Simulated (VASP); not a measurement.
# Sn2F (P6_3/mmc) in VASP: a series of runs

Runs on Sn2F. Level: PBE. Tasks: single point, relaxation of cell and atoms.

Everything below comes from runs of VASP 6.6.1. Logs are shortened: lines on timing, memory, paths and dates and some standing lists are left out, and cuts for length are marked.

**1. The cell of the first run**

It takes space group P6_3/mmc (No. 194, hexagonal). Conventional cell: a = 3.459 Å, b = 3.459 Å, c = 12.011 Å, α = 90.00°, β = 90.00°, γ = 120.00°. Sn (site symmetry 3m) has 3 F at 2.69 Å and 9 Sn at 3.13 to 3.46 Å within 3.5 Å. F (site symmetry -6m2) has 6 Sn at 2.69 Å and 6 F at 3.46 Å within 3.5 Å.

**2. Single point, PBE**

File INCAR:

```
SYSTEM = Sn2F
PREC = Accurate ; ENCUT = 520
EDIFF = 1E-6 ; ISMEAR = 0
SIGMA = 0.1 ; LREAL = .FALSE.
LASPH = .TRUE. ; NELM = 80
ALGO = Normal ; ISIF = 2
LWAVE = .FALSE. ; LCHARG = .FALSE.
GGA = PE ; NBANDS = 44
```

File KPOINTS:

```
Automatic mesh
0
G
  6 6 2
  0 0 0
```

File POSCAR:

```
Sn2F
1.0
    3.4586905400      0.0000000000      0.0000000000
   -1.7293452700      2.9953138700      0.0000000000
    0.0000000000      0.0000000000     12.0105503800
Sn F
4 2
Direct
    0.6666666700      0.3333333300      0.8998116300
    0.3333333300      0.6666666700      0.3998116300
    0.6666666700      0.3333333300      0.6001883700
    0.3333333300      0.6666666700      0.1001883700
    0.0000000000      0.0000000000      0.7500000000
    0.0000000000      0.0000000000      0.2500000000
```

Potentials or basis: VASP PAW PBE potentials, release 64 (Sn_d, F).

The run is started by

```console
$ cat potpaw_PBE.64/Sn_d/POTCAR potpaw_PBE.64/F/POTCAR > POTCAR
$ mpirun -np 1 vasp_std > vasp.out
```

OUTCAR:

```text
SYSTEM = Sn2F
   PREC = Accurate
   ENCUT = 520
   EDIFF = 1E-6
   ISMEAR = 0
   LREAL = .FALSE.
   LASPH = .TRUE.
   NELM = 80
   ISIF = 2
   GGA = PE

 ion  position               nearest neighbor table
   1  0.667  0.333  0.900-   5 2.69   5 2.69   5 2.69   4 3.13   4 3.13   4 3.13   3 3.60
   2  0.333  0.667  0.400-   6 2.69   6 2.69   6 2.69   3 3.13   3 3.13   3 3.13   4 3.60
   3  0.667  0.333  0.600-   5 2.69   5 2.69   5 2.69   2 3.13   2 3.13   2 3.13   1 3.60
   4  0.333  0.667  0.100-   6 2.69   6 2.69   6 2.69   1 3.13   1 3.13   1 3.13   2 3.60
   5  0.000  0.000  0.750-   1 2.69   3 2.69   1 2.69   3 2.69   1 2.69   3 2.69
   6  0.000  0.000  0.250-   2 2.69   4 2.69   2 2.69   4 2.69   2 2.69   4 2.69

  LATTYP: Found a hexagonal cell.
 ALAT       =     3.4586905400
 C/A-ratio  =     3.4725715530

  Lattice vectors:

 A1 = (   3.4586905400,   0.0000000000,   0.0000000000)
 A2 = (  -1.7293452700,   2.9953138700,   0.0000000000)
 A3 = (   0.0000000000,   0.0000000000,  12.0105503800)

Analysis of symmetry for initial positions (statically):
=====================================================================
 Subroutine PRICEL returns:
 Original cell was already a primitive cell.

 Routine SETGRP: Setting up the symmetry group for a
 hexagonal supercell.

 Subroutine GETGRP returns: Found 24 space group operations
 (whereof 12 operations were pure point group operations)
 out of a pool of 24 trial point group operations.

The static configuration has the point symmetry D_3d.
 The point group associated with its full space group is D_6h.

Analysis of symmetry for dynamics (positions and initial velocities):
=====================================================================
 Subroutine PRICEL returns:
 Original cell was already a primitive cell.

 Routine SETGRP: Setting up the symmetry group for a
 hexagonal supercell.

 Subroutine GETGRP returns: Found 24 space group operations
 (whereof 12 operations were pure point group operations)
 out of a pool of 24 trial point group operations.

The dynamic configuration has the point symmetry D_3d.
 The point group associated with its full space group is D_6h.

 Subroutine INISYM returns: Found 24 space group operations
 (whereof 12 operations are pure point group operations),
 and found     1 'primitive' translations

----------------------------------------------------------------------------------------

                                     Primitive cell

  volume of cell :     124.4277

  direct lattice vectors                    reciprocal lattice vectors
     3.458690540  0.000000000  0.000000000     0.289126763  0.166927415  0.000000000
    -1.729345270  2.995313870  0.000000000     0.000000000  0.333854829  0.000000000
     0.000000000  0.000000000 12.010550380     0.000000000  0.000000000  0.083260131

  length of vectors
     3.458690540  3.458690539 12.010550380     0.333854829  0.333854829  0.083260131

  position of ions in fractional coordinates (direct lattice)
     0.666666670  0.333333330  0.899811630
     0.333333330  0.666666670  0.399811630
     0.666666670  0.333333330  0.600188370
     0.333333330  0.666666670  0.100188370
     0.000000000  0.000000000  0.750000000
     0.000000000  0.000000000  0.250000000

  ion indices of the primitive-cell ions
   primitive index   ion index
                 1           1
                 2           2
                 3           3
                 4           4
                 5           5
                 6           6

----------------------------------------------------------------------------------------

 KPOINTS: Automatic mesh

Automatic generation of k-mesh.
 Grid dimensions read from file:
 generate k-points for:    6    6    2

 Generating k-lattice:

  Cartesian coordinates                     Fractional coordinates (reciprocal lattice)
     0.048187794  0.027821236  0.000000000     0.166666667  0.000000000  0.000000000
     0.000000000  0.055642472  0.000000000     0.000000000  0.166666667  0.000000000
     0.000000000  0.000000000  0.041630066     0.000000000  0.000000000  0.500000000

  Length of vectors
     0.055642471  0.055642472  0.041630066

  Shift w.r.t. Gamma in fractional coordinates (k-lattice)
     0.000000000  0.000000000  0.000000000

 Subroutine IBZKPT returns following result:
 ===========================================

 Found     14 irreducible k-points:

 Following reciprocal coordinates:
            Coordinates               Weight
  0.000000  0.000000  0.000000      1.000000
  0.166667  0.000000  0.000000      6.000000
  0.333333  0.000000  0.000000      6.000000
  0.500000  0.000000  0.000000      3.000000
  0.166667  0.166667  0.000000      6.000000
  0.333333  0.166667  0.000000     12.000000
  0.333333  0.333333  0.000000      2.000000
  0.000000  0.000000  0.500000      1.000000
  0.166667  0.000000  0.500000      6.000000
  0.333333  0.000000  0.500000      6.000000
  0.500000  0.000000  0.500000      3.000000
  0.166667  0.166667  0.500000      6.000000
  0.333333  0.166667  0.500000     12.000000
  0.333333  0.333333  0.500000      2.000000
   k-points           NKPTS =     14   k-points in BZ     NKDIM =     14   number of bands    NBANDS=     44
   number of dos      NEDOS =    301   number of ions     NIONS =      6
   total plane-waves  NPLWV =  70560
   dimension x,y,z NGX =    28 NGY =   28 NGZ =   90
   dimension x,y,z NGXF=    56 NGYF=   56 NGZF=  180
   ions per type =               4   2
   NGX,Y,Z   is equivalent  to a cutoff of  13.46, 13.46, 12.46 a.u.
   NGXF,Y,Z  is equivalent  to a cutoff of  26.92, 26.92, 24.91 a.u.
 SYSTEM =  Sn2F
   PREC   = accura    normal or accurate (medium, high low for compatibility)
   ISTART =      0    job   : 0-new  1-cont  2-samecut
   ICHARG =      2    charge: 1-file 2-atom 10-const
   ISPIN  =      1    spin polarized calculation?
   LNONCOLLINEAR =      F non collinear calculations
   LSORBIT =      F    spin-orbit coupling
   LASPH  =      T    aspherical Exc in radial PAW
   ENCUT  =  520.0 eV  38.22 Ry    6.18 a.u.   6.43  6.43 22.33*2*pi/ulx,y,z
   NELM   =     80;   NELMIN=  2; NELMDL= -5     # of ELM steps
   EDIFF  = 0.1E-05   stopping-criterion for ELM
   LREAL  =      F    real-space projection
   EDIFFG = 0.1E-04   stopping-criterion for IOM
   NSW    =      0    number of steps for IOM
   IBRION =     -1    ionic relax: 0-MD 1-quasi-New 2-CG
   NFREE  =      0    steps in history (QN), initial steepest desc. (CG)
   ISIF   =      2    stress and relaxation
   ISYM   =      2    0-nonsym 1-usesym 2-fastsym
   POTIM  = 0.5000    time-step for ionic-motion
   TEBEG  =    0.0;   TEEND  =   0.0 temperature during run
   PSTRESS=    0.0 pullay stress
   NELECT =      70.0000    total number of electrons
   NUPDOWN=      -1.0000    fix difference up-down
   EMIN   =  10.00;   EMAX   =-10.00  energy-range for DOS
   EFERMI =   0.00;   METHOD = LEGACY
   ISMEAR =     0;   SIGMA  =   0.10  broadening in eV -4-tet -1-fermi 0-gaus
   EFERMI_NEDOS =   21; number of points for ismear=-14 and -15
   IALGO  =     38    algorithm
   IMIX   =      4    mixing-type and parameters
     AMIX     =   0.40;   BMIX     =  1.00
     AMIX_MAG =   1.60;   BMIX_MAG =  1.00
  volume/ion in A,a.u.               =      20.74       139.95
  Fermi-wavevector in a.u.,A,eV,Ry     =   1.351456  2.553881 24.850128  1.826433
  Thomas-Fermi vector in A             =   2.478876
   LORBIT       =      0    0 simple, 1 ext, 2 COOP (PROOUT), +10 PAW based schemes
   GGA     = PE    functional components
   LHFCALC =     F    Hartree Fock is set to
   AEXX    =    0.0000 exact exchange contribution
   IVDW    =     0    specifies the selected vdW correction
   LEPSILON=     F    determine dielectric tensor
   LRPA    =     F    only Hartree local field effects (RPA)
 non-spin polarized calculation
 Gauss-broadening in eV      SIGMA  =   0.10
  energy-cutoff  :      520.00
  volume of cell :      124.43
 maximum number of plane-waves:      3387
 NGX is ok and might be reduce to    28
   NGX = 13   NGY = 13   NGZ = 45

 number of electron      70.0000011 magnetization

 Free energy of the ion-electron system (eV)
  ---------------------------------------------------
  ext. energy  EPLUGINS =         0.00000000
  ---------------------------------------------------
  free energy    TOTEN  =       -23.17229198 eV

  energy without entropy =      -23.15432965  energy(sigma->0) =      -23.16331081

 E-fermi :   7.3383     XC(G=0): -10.3724

 val. band max:        7.3102428758   @ k =   0.5000   0.0000   0.0000
 cond. band min:       7.3629806162   @ k =   0.3333   0.0000   0.0000
 fundamental gap:      0.0527377404
 Fermi energy:         7.3382516279

 k-point     1 :       0.0000    0.0000    0.0000
  band No.  band energies     occupation
      1     -16.1480      2.00000
      2     -16.1460      2.00000
      3     -14.2808      2.00000
      4     -14.2535      2.00000
      5     -14.2535      2.00000
      6     -14.2501      2.00000
[... 36 lines left out ...]
     43      14.3390      0.00000
     44      14.7476      0.00000

 k-point     2 :       0.1667    0.0000    0.0000
  band No.  band energies     occupation
      1     -16.1317      2.00000
      2     -16.1308      2.00000
      3     -14.2816      2.00000
      4     -14.2752      2.00000
      5     -14.2505      2.00000
      6     -14.2407      2.00000
[... 36 lines left out ...]
     43      14.1607      0.00000
     44      14.3587      0.00000

 k-point     3 :       0.3333    0.0000    0.0000
  band No.  band energies     occupation
      1     -16.1013      2.00000
      2     -16.0982      2.00000
      3     -14.2965      2.00000
      4     -14.2897      2.00000
      5     -14.2566      2.00000
      6     -14.2458      2.00000
[... 36 lines left out ...]
     43      13.1431      0.00000
     44      13.2001      0.00000

 k-point     4 :       0.5000    0.0000    0.0000
  band No.  band energies     occupation
      1     -16.0849      2.00000
      2     -16.0839      2.00000
      3     -14.3056      2.00000
      4     -14.2963      2.00000
      5     -14.2623      2.00000
      6     -14.2540      2.00000
[... 412 lines left out ...]
     43      13.3157      0.00000
     44      13.3157      0.00000

 k-point    13 :       0.3333    0.1667    0.5000
  band No.  band energies     occupation
      1     -16.0839      2.00000
      2     -16.0839      2.00000
      3     -14.2875      2.00000
      4     -14.2875      2.00000
      5     -14.2634      2.00000
      6     -14.2634      2.00000
[... 36 lines left out ...]
     43      12.2965      0.00000
     44      12.2965      0.00000

 k-point    14 :       0.3333    0.3333    0.5000
  band No.  band energies     occupation
      1     -16.0757      2.00000
      2     -16.0757      2.00000
      3     -14.2668      2.00000
      4     -14.2668      2.00000
      5     -14.2625      2.00000
      6     -14.2625      2.00000
[... 36 lines left out ...]
     43      11.6905      0.00000
     44      11.6905      0.00000

------------------------ aborting loop because EDIFF is reached ----------------------------------------

  FORCE on cell =-STRESS in cart. coord.  units (eV):
  Direction    XX          YY          ZZ          XY          YZ          ZX
  --------------------------------------------------------------------------------------
  -------------------------------------------------------------------------------------
  Total        2.7225481      2.7225481      6.7329869      0.0000000     -0.0000000      0.0000000
  in kB       35.0565510     35.0565510     86.6964668      0.0000000     -0.0000000      0.0000000
  external PRESSURE =      52.2698563 kB  Pullay stress =       0.0000000 kB

 VOLUME and BASIS-vectors are now :
 -----------------------------------------------------------------------------
  energy-cutoff  :      520.00
  volume of cell :      124.43
      direct lattice vectors                 reciprocal lattice vectors
     3.458690540  0.000000000  0.000000000     0.289126763  0.166927415  0.000000000
    -1.729345270  2.995313870  0.000000000     0.000000000  0.333854829  0.000000000
     0.000000000  0.000000000 12.010550380     0.000000000  0.000000000  0.083260131

 POSITION                                       TOTAL-FORCE (eV/Angst)
 -----------------------------------------------------------------------------------
      1.72935      0.99844     10.80723         0.000000      0.000000     -0.243235
     -0.00000      1.99688      4.80196        -0.000000      0.000000     -0.243235
      1.72935      0.99844      7.20859         0.000000      0.000000      0.243235
     -0.00000      1.99688      1.20332         0.000000     -0.000000      0.243235
      0.00000      0.00000      9.00791        -0.000000     -0.000000     -0.000000
      0.00000      0.00000      3.00264        -0.000000      0.000000     -0.000000
 -----------------------------------------------------------------------------------
    total drift:                                0.000000      0.000000      0.000000

  FREE ENERGIE OF THE ION-ELECTRON SYSTEM (eV)
  ---------------------------------------------------
  free  energy   TOTEN  =       -23.1722919796 eV

  energy  without entropy=      -23.1543296485  energy(sigma->0) =      -23.16331081
```

Wall time 47 s (1 thread of Intel Xeon 6975P-C (Granite Rapids), shared host); peak memory 0.27 GiB.

Results:

```
Free energy            : -23.1723 eV
Pressure               : 5.2 GPa
Largest force          : 0.243 eV/Å
Band gap on the k mesh : zero (band 35 reaches 12.57 eV, above the bottom of band 36 at 6.40 eV)
```

Forces on the atoms (eV/Å):
```
Sn   0.000  0.000 -0.243
Sn   0.000  0.000 -0.243
Sn   0.000  0.000  0.243
Sn   0.000  0.000  0.243
F    0.000  0.000  0.000
F    0.000  0.000  0.000
```

Stress tensor (GPa, compression positive):
```
3.51 0.00 0.00
0.00 3.51 0.00
0.00 0.00 8.67
```

Levels at points of the mesh, in eV from the Fermi level:
```tsv
k point	band 30	band 31	band 32	band 33	band 34	band 35	band 36	band 37	band 38	band 39
(0.00, 0.00, 0.00)	-4.63	-4.63	-3.07	-2.13	1.43	3.02	5.19	5.19	5.45	5.45
(0.50, 0.00, 0.00)	-4.91	-4.89	-4.04	-2.44	-1.83	-1.55	-0.03	2.16	2.28	2.41
(0.00, 0.00, 0.50)	-4.63	-4.41	-4.41	-0.42	-0.42	5.23	5.23	5.31	5.31	5.31
(0.50, 0.00, 0.50)	-4.91	-4.45	-4.45	-2.03	-2.03	-0.91	-0.91	2.28	2.28	2.47
```

Caveat: spin-orbit coupling is left out, which moves the levels of the heavy elements.

[end of part 1 of 2]
